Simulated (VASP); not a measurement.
Input of a VASP 6.6.1 run:

File INCAR:

```
SYSTEM = Sc2AgAu3
ALGO = Fast ; EDIFF = 1E-6
EDIFFG = -0.01 ; ENCUT = 600
GGA = PE ; IBRION = 2
ISIF = 3 ; ISMEAR = 0
LASPH = .True. ; LCHARG = .False.
LREAL = .False. ; LWAVE = .False.
NELM = 80 ; NSW = 100
PREC = Accurate ; SIGMA = 0.1
```

File KPOINTS:

```
k-points
0
Gamma
  6 6 10
  0 0 0
```

The input POSCAR:

```
Sc2AgAu3
1.0
    6.1288614562      0.0000000000      0.0000000000
   -3.0644307281      5.3077497173      0.0000000000
    0.0000000000      0.0000000000      4.2937351425
Sc Ag Au
2 1 3
Direct
    0.3333333333      0.6666666667      0.0000000000
    0.6666666667      0.3333333333      0.0000000000
    0.0000000000      0.0000000000      0.0000000000
    0.5000000000      0.0000000000      0.5000000000
    0.5000000000      0.5000000000      0.5000000000
    0.0000000000      0.5000000000      0.5000000000
```

Potentials or basis: VASP PAW PBE potentials, release 64 (Sc_sv, Ag, Au).

Launch:

```sh
$ cat potpaw_PBE.64/Sc_sv/POTCAR potpaw_PBE.64/Ag/POTCAR potpaw_PBE.64/Au/POTCAR > POTCAR
$ mpirun -np 1 vasp_std > vasp.out
```

Problem. Predict the relaxed volume.

Solution. 21.89 Å³/atom.

Problem. Predict the relaxed cell.

Solution. a = 5.630 Å, b = 5.630 Å, c = 4.785 Å, α = 90.00°, β = 90.00°, γ = 120.00°.

Problem. Predict the band gap on the k mesh.

Solution. Zero (bands 33 and 34 overlap by 1.10 eV).

Problem. Estimate the space group after relaxing (to 0.1 Å).

Solution. P6/mmm (No. 191).

Final structure:
```
CELL_PARAMETERS angstrom
5.63035 0.00000 0.00000
-2.81518 4.87603 0.00000
0.00000 0.00000 4.78461
ATOMIC_POSITIONS crystal
Sc 0.33333 0.66667 0.00000
Sc 0.66667 0.33333 0.00000
Ag 0.00000 0.00000 0.00000
Au 0.50000 0.00000 0.50000
Au 0.50000 0.50000 0.50000
Au 0.00000 0.50000 0.50000
```

Caveat: spin-orbit coupling is left out, which moves the levels of the heavy elements.
